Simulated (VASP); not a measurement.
# V (Fd-3m) in VASP: a series of runs

V is run at these levels: PBE; tasks: single point, relaxation of cell and atoms.

Program: VASP 6.6.1. These are calculated values, not measurements. Logs are shortened: lines on timing, memory, paths and dates and some standing lists are left out, and cuts for length are marked.

## 1. The cell of the first run

Symmetry: Fd-3m, No. 227, cubic system. Conventional cell: a = 5.394 Å, b = 5.394 Å, c = 5.394 Å, α = 90.00°, β = 90.00°, γ = 90.00°. V (site symmetry -43m) has 4 V at 2.34 Å within 3.1 Å.

This isn't the form of V at room conditions, which is bcc.

## 2. Single point, PBE, collinear spin, ferromagnetic start (19.62 Å³/atom)

Contents of INCAR:

```
SYSTEM = V
PREC = Accurate ; ENCUT = 520
EDIFF = 1E-6 ; ISMEAR = -1
SIGMA = 0.05 ; LREAL = .FALSE.
LASPH = .TRUE. ; NELM = 150
ALGO = Normal ; ISIF = 2
LWAVE = .FALSE. ; LCHARG = .FALSE.
ISPIN = 2 ; MAGMOM = 1.453 1.453
LORBIT = 11 ; LMAXMIX = 4
GGA = PE ; NBANDS = 24
```

Contents of KPOINTS:

```
regular mesh
0
G
  16 16 16
  0 0 0
```

Contents of POSCAR:

```
V
1.0
    0.0000000000      2.6972111624      2.6972111624
    2.6972111624      0.0000000000      2.6972111624
    2.6972111624      2.6972111624      0.0000000000
V
2
Direct
    0.1250000000      0.1250000000      0.1250000000
    0.8750000000      0.8750000000      0.8750000000
```

Potentials or basis: VASP PAW PBE potentials, release 64 (V_sv).

Run with:

```
$ cat potpaw_PBE.64/V_sv/POTCAR > POTCAR
$ mpirun -np 1 vasp_std > vasp.out
```

OUTCAR:

```text
SYSTEM = V
   PREC = Accurate
   ENCUT = 520
   EDIFF = 1E-6
   ISMEAR = -1
   LREAL = .FALSE.
   LASPH = .TRUE.
   NELM = 150
   ISIF = 2
   ISPIN = 2
   LORBIT = 11
   GGA = PE

 ion  position               nearest neighbor table
   1  0.125  0.125  0.125-   2 2.34   2 2.34   2 2.34   2 2.34
   2  0.875  0.875  0.875-   1 2.34   1 2.34   1 2.34   1 2.34

  LATTYP: Found a face centered cubic cell.
 ALAT       =     5.3944223248

  Lattice vectors:

 A1 = (   0.0000000000,   2.6972111624,   2.6972111624)
 A2 = (   2.6972111624,   0.0000000000,   2.6972111624)
 A3 = (   2.6972111624,   2.6972111624,   0.0000000000)

Analysis of symmetry for initial positions (statically):
=====================================================================
 Subroutine PRICEL returns:
 Original cell was already a primitive cell.

 Routine SETGRP: Setting up the symmetry group for a
 face centered cubic supercell.

 Subroutine GETGRP returns: Found 48 space group operations
 (whereof 12 operations were pure point group operations)
 out of a pool of 48 trial point group operations.

The static configuration has the point symmetry D_3d.
 The point group associated with its full space group is O_h .

Analysis of symmetry for dynamics (positions and initial velocities):
=====================================================================
 Subroutine PRICEL returns:
 Original cell was already a primitive cell.

 Routine SETGRP: Setting up the symmetry group for a
 face centered cubic supercell.

 Subroutine GETGRP returns: Found 48 space group operations
 (whereof 12 operations were pure point group operations)
 out of a pool of 48 trial point group operations.

The dynamic configuration has the point symmetry D_3d.
 The point group associated with its full space group is O_h .

Analysis of structural, dynamic, and magnetic symmetry:
=====================================================================
 Subroutine PRICEL returns:
 Original cell was already a primitive cell.

 Routine SETGRP: Setting up the symmetry group for a
 face centered cubic supercell.

 Subroutine GETGRP returns: Found 48 space group operations
 (whereof 12 operations were pure point group operations)
 out of a pool of 48 trial point group operations.

The overall configuration has the point symmetry D_3d.
 The point group associated with its full space group is O_h .

 Subroutine INISYM returns: Found 48 space group operations
 (whereof 12 operations are pure point group operations),
 and found     1 'primitive' translations

----------------------------------------------------------------------------------------

                                     Primitive cell

  volume of cell :      39.2441

  direct lattice vectors                    reciprocal lattice vectors
     0.000000000  2.697211162  2.697211162    -0.185376661  0.185376661  0.185376661
     2.697211162  0.000000000  2.697211162     0.185376661 -0.185376661  0.185376661
     2.697211162  2.697211162  0.000000000     0.185376661  0.185376661 -0.185376661

  length of vectors
     3.814432606  3.814432606  3.814432606     0.321081796  0.321081796  0.321081796

  position of ions in fractional coordinates (direct lattice)
     0.125000000  0.125000000  0.125000000
     0.875000000  0.875000000  0.875000000

  ion indices of the primitive-cell ions
   primitive index   ion index
                 1           1
                 2           2

----------------------------------------------------------------------------------------

 KPOINTS: regular mesh

Automatic generation of k-mesh.
 Grid dimensions read from file:
 generate k-points for:   16   16   16

 Generating k-lattice:

  Cartesian coordinates                     Fractional coordinates (reciprocal lattice)
    -0.011586041  0.011586041  0.011586041     0.062500000  0.000000000  0.000000000
     0.011586041 -0.011586041  0.011586041     0.000000000  0.062500000  0.000000000
     0.011586041  0.011586041 -0.011586041     0.000000000  0.000000000  0.062500000

  Length of vectors
     0.020067612  0.020067612  0.020067612

  Shift w.r.t. Gamma in fractional coordinates (k-lattice)
     0.000000000  0.000000000  0.000000000

 Subroutine IBZKPT returns following result:
 ===========================================

 Found    145 irreducible k-points:

 Following reciprocal coordinates:
            Coordinates               Weight
  0.000000  0.000000  0.000000      1.000000
  0.062500  0.000000  0.000000      8.000000
  0.125000  0.000000  0.000000      8.000000
  0.187500  0.000000  0.000000      8.000000
  0.250000  0.000000  0.000000      8.000000
  0.312500  0.000000  0.000000      8.000000
[... 16 lines left out ...]
 -0.125000  0.062500  0.000000     24.000000
 -0.062500  0.062500  0.000000     12.000000
 [... further k-points ...]
   k-points           NKPTS =    145   k-points in BZ     NKDIM =    145   number of bands    NBANDS=     24
   number of dos      NEDOS =    301   number of ions     NIONS =      2
   total plane-waves  NPLWV =  21952
   dimension x,y,z NGX =    28 NGY =   28 NGZ =   28
   dimension x,y,z NGXF=    56 NGYF=   56 NGZF=   56
   ions per type =               2
   NGX,Y,Z   is equivalent  to a cutoff of  12.20, 12.20, 12.20 a.u.
   NGXF,Y,Z  is equivalent  to a cutoff of  24.41, 24.41, 24.41 a.u.
 SYSTEM =  V
   PREC   = accura    normal or accurate (medium, high low for compatibility)
   ISTART =      0    job   : 0-new  1-cont  2-samecut
   ICHARG =      2    charge: 1-file 2-atom 10-const
   ISPIN  =      2    spin polarized calculation?
   LNONCOLLINEAR =      F non collinear calculations
   LSORBIT =      F    spin-orbit coupling
   LASPH  =      T    aspherical Exc in radial PAW
   ENCUT  =  520.0 eV  38.22 Ry    6.18 a.u.   7.09  7.09  7.09*2*pi/ulx,y,z
   NELM   =    150;   NELMIN=  2; NELMDL= -5     # of ELM steps
   EDIFF  = 0.1E-05   stopping-criterion for ELM
   LREAL  =      F    real-space projection
   EDIFFG = 0.1E-04   stopping-criterion for IOM
   NSW    =      0    number of steps for IOM
   IBRION =     -1    ionic relax: 0-MD 1-quasi-New 2-CG
   NFREE  =      0    steps in history (QN), initial steepest desc. (CG)
   ISIF   =      2    stress and relaxation
   ISYM   =      2    0-nonsym 1-usesym 2-fastsym
   POTIM  = 0.5000    time-step for ionic-motion
   TEBEG  =    0.0;   TEEND  =   0.0 temperature during run
   PSTRESS=    0.0 pullay stress
   NELECT =      26.0000    total number of electrons
   NUPDOWN=      -1.0000    fix difference up-down
   EMIN   =  10.00;   EMAX   =-10.00  energy-range for DOS
   EFERMI =   0.00;   METHOD = LEGACY
   ISMEAR =    -1;   SIGMA  =   0.05  broadening in eV -4-tet -1-fermi 0-gaus
   EFERMI_NEDOS =   21; number of points for ismear=-14 and -15
   IALGO  =     38    algorithm
   IMIX   =      4    mixing-type and parameters
     AMIX     =   0.40;   BMIX     =  1.00
     AMIX_MAG =   1.60;   BMIX_MAG =  1.00
  volume/ion in A,a.u.               =      19.62       132.42
  Fermi-wavevector in a.u.,A,eV,Ry     =   1.427165  2.696952 27.712364  2.036801
  Thomas-Fermi vector in A             =   2.547364
   LORBIT       =     11    0 simple, 1 ext, 2 COOP (PROOUT), +10 PAW based schemes
   GGA     = PE    functional components
   LHFCALC =     F    Hartree Fock is set to
   AEXX    =    0.0000 exact exchange contribution
   IVDW    =     0    specifies the selected vdW correction
   LEPSILON=     F    determine dielectric tensor
   LRPA    =     F    only Hartree local field effects (RPA)
 spin polarized calculation
  energy-cutoff  :      520.00
  volume of cell :       39.24
 maximum number of plane-waves:      1072
   NGX = 15   NGY = 15   NGZ = 15

 number of electron      25.9999990 magnetization       3.7066275

 Free energy of the ion-electron system (eV)
  ---------------------------------------------------
  ext. energy  EPLUGINS =         0.00000000
  ---------------------------------------------------
  free energy    TOTEN  =       -13.39195844 eV

  energy without entropy =      -13.36766631  energy(sigma->0) =      -13.37981238

 E-fermi :   5.7759     XC(G=0): -10.6332

 val. band max:        5.7730100711   @ k =  -0.3750   0.3750   0.0625
 cond. band min:       5.7824083092   @ k =   0.5000   0.4375   0.0625
 fundamental gap:      0.0093982382
 Fermi energy:         5.7759426851

 spin component 1

 k-point     1 :       0.0000    0.0000    0.0000
  band No.  band energies     occupation
      1     -58.8575      1.00000
      2     -58.3370      1.00000
      3     -32.8921      1.00000
      4     -32.8921      1.00000
      5     -32.8921      1.00000
      6     -32.1425      1.00000
[... 16 lines left out ...]
     23      18.4781      0.00000
     24      18.4781      0.00000
[... 598 lines left out ...]
      2     -58.3470      1.00000
      3     -32.9085      1.00000
      4     -32.8988      1.00000
      5     -32.8878      1.00000
      6     -32.1481      1.00000
[... 16 lines left out ...]
     23      18.1527      0.00000
     24      18.6374      0.00000

 [... further k-points ...]

 spin component 2

 k-point     1 :       0.0000    0.0000    0.0000
  band No.  band energies     occupation
      1     -57.3753      1.00000
      2     -56.8690      1.00000
      3     -31.4047      1.00000
      4     -31.4047      1.00000
      5     -31.4047      1.00000
      6     -30.6896      1.00000
[... 16 lines left out ...]
     23      18.6372      0.00000
     24      19.4909      0.00000
[... 598 lines left out ...]
      2     -56.8788      1.00000
      3     -31.4215      1.00000
      4     -31.4115      1.00000
      5     -31.4015      1.00000
      6     -30.6944      1.00000
[... 16 lines left out ...]
     23      18.7739      0.00000
     24      19.6412      0.00000

 [... further k-points ...]
[... 5 lines left out ...]
  --------------------------------------------------------------------------------------
  -------------------------------------------------------------------------------------
  Total        0.7105561      0.7105561      0.7105561     -0.0000000      0.0000000     -0.0000000
  in kB       29.0090912     29.0090912     29.0090912     -0.0000000      0.0000000     -0.0000000
  external PRESSURE =      29.0090912 kB  Pullay stress =       0.0000000 kB

 VOLUME and BASIS-vectors are now :
 -----------------------------------------------------------------------------
  energy-cutoff  :      520.00
  volume of cell :       39.24
      direct lattice vectors                 reciprocal lattice vectors
     0.000000000  2.697211162  2.697211162    -0.185376661  0.185376661  0.185376661
     2.697211162  0.000000000  2.697211162     0.185376661 -0.185376661  0.185376661
     2.697211162  2.697211162  0.000000000     0.185376661  0.185376661 -0.185376661

 POSITION                                       TOTAL-FORCE (eV/Angst)
 -----------------------------------------------------------------------------------
      0.67430      0.67430      0.67430        -0.000000     -0.000000     -0.000000
      4.72012      4.72012      4.72012         0.000000      0.000000      0.000000
 -----------------------------------------------------------------------------------
    total drift:                                0.000000      0.000000     -0.000000

  FREE ENERGIE OF THE ION-ELECTRON SYSTEM (eV)
  ---------------------------------------------------
  free  energy   TOTEN  =       -13.3919584404 eV

  energy  without entropy=      -13.3676663110  energy(sigma->0) =      -13.37981238

 total charge

# of ion       s       p       d       tot
------------------------------------------
    1        2.349   6.107   3.252  11.709
    2        2.349   6.107   3.252  11.709
--------------------------------------------------
tot          4.699  12.214   6.505  23.417

 magnetization (x)

# of ion       s       p       d       tot
------------------------------------------
    1        0.097   0.085   1.518   1.700
    2        0.097   0.085   1.518   1.700
--------------------------------------------------
tot          0.193   0.170   3.036   3.400
```

It took 2.8 min on 1 thread of AMD EPYC 9R14 (Zen 4), shared host; peak memory 0.27 GiB.

Results:

```
Free energy                                           : -13.3920 eV
Pressure                                              : 2.9 GPa
Net moment                                            : 3.71 μB per cell
Site moments                                          : V +1.70 μB
Valence electrons inside the program's atomic spheres : V 11.71
```

## 3. Single point, PBE, collinear spin, ferromagnetic start

This run uses another cell than the first one, of 20.44 Å³/atom.

Contents of INCAR:

```
SYSTEM = V
PREC     = Accurate       ! precision mode
ENCUT    = 520            ! plane-wave cutoff, eV
EDIFF    = 1E-6           ! SCF threshold, eV
ISMEAR   = -1             ! smearing method
SIGMA    = 0.05           ! smearing width, eV
LREAL    = .False.        ! projectors in reciprocal space
LASPH    = .True.         ! aspherical terms in the spheres
NELM     = 150            ! most SCF steps
ALGO     = Normal         ! electronic algorithm
ISIF     = 2              ! what is computed and relaxed
LWAVE    = .False.        ! write WAVECAR
LCHARG   = .True.         ! write CHGCAR
ISPIN    = 2              ! spin polarisation
MAGMOM   = 1.461 1.461    ! initial moments
LORBIT   = 11             ! projections on sites
LMAXMIX  = 4              ! l up to which the mixer works
GGA      = PE             ! functional
LELF     = .True.         ! ELF
LVHAR    = .True.       
NBANDS   = 24             ! bands
```

Contents of KPOINTS:

```
Automatic mesh
0
Gamma
  16 16 16
  0 0 0
```

Contents of POSCAR:

```
V
1.0
    0.0000000000      2.7341638524      2.7341638524
    2.7341638524      0.0000000000      2.7341638524
    2.7341638524      2.7341638524      0.0000000000
V
2
Direct
    0.1250000000      0.1250000000      0.1250000000
    0.8750000000      0.8750000000      0.8750000000
```

Potentials or basis: VASP PAW PBE potentials, release 64 (V_sv).

Run with:

```
$ cat potpaw_PBE.64/V_sv/POTCAR > POTCAR
$ mpirun -np 1 vasp_std > vasp.out
```

Wall time 3 min (1 thread of AMD EPYC 9R14 (Zen 4), shared host); peak memory 0.29 GiB.

The run converged. Its results:

| Item | Value |
| --- | --- |
| Free energy | -13.4081 eV |
| Pressure | 0.2 GPa |
| Net moment | 3.79 μB per cell |
| Site moments | V +1.72 μB |
| Valence electrons inside the program's atomic spheres | V 11.66 |

Levels at points of the mesh, in eV from the Fermi level:
Spin up:
```
           k point  band 11  band 12  band 13  band 14  band 15  band 16  band 17  band 18  band 19  band 20
(0.00, 0.00, 0.00)    -1.59    -1.52    -1.52    -1.52     0.53     0.53     0.53     2.62     2.62    11.92
(0.50, 0.00, 0.00)    -1.52    -1.52    -1.51    -1.51    -0.68     1.35     1.35     2.07     2.07     3.08
(0.50, 0.50, 0.00)    -1.44    -1.44    -0.86    -0.86     0.46     0.46     2.24     2.24     3.35     3.35
```
Spin down:
```
           k point  band 9  band 10  band 11  band 12  band 13  band 14
(0.00, 0.00, 0.00)   -4.71    -0.49    -0.49     0.29     0.29     0.29
(0.50, 0.00, 0.00)   -1.44    -1.18    -0.45    -0.45     0.30     0.30
(0.50, 0.50, 0.00)   -1.59    -1.59     0.43     0.43     0.68     0.68
```

(Part 1 of 3 ends here.)
